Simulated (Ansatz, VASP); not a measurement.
## Sn2Ir in VASP and in Ansatz

```xyz
3
Lattice="0.0000 3.1690 3.2007 3.1690 0.0000 3.2007 3.1690 3.1690 0.0000" Properties=species:S:1:pos:R:3 pbc="T T T"
Sn    1.5845    1.5845    1.6003
Sn    4.7535    4.7535    4.8010
Ir    0.0000    0.0000    0.0000
```

Change from the starting cell: zz strain of +1 %.

Alike in both runs: task single point; functional LDA; k mesh 10 × 10 × 10; occupations fermi-dirac, width 0.03 eV; no spin polarisation.

```csv
,VASP,Ansatz
version,VASP 6.6.1,Ansatz 0.2.0
potentials or method,"VASP PAW LDA potentials, release 64 (Sn_d, Ir), cutoff 520 eV","all-electron LAPW, scalar-relativistic"
```

|  | VASP | Ansatz | Ansatz less VASP |
| --- | --- | --- | --- |
| pressure (GPa) | -3.1 | -3.4 | -0.30 |
| traceless stress, the component that is largest in VASP (GPa) | -0.46 | -0.47 | -0.008 |

LDA's correlation is that of Perdew and Zunger in VASP and of Perdew and Wang (1992) in Ansatz. Ansatz ran all-electron here, and VASP with PAW potentials.

Spin-orbit coupling is off throughout.
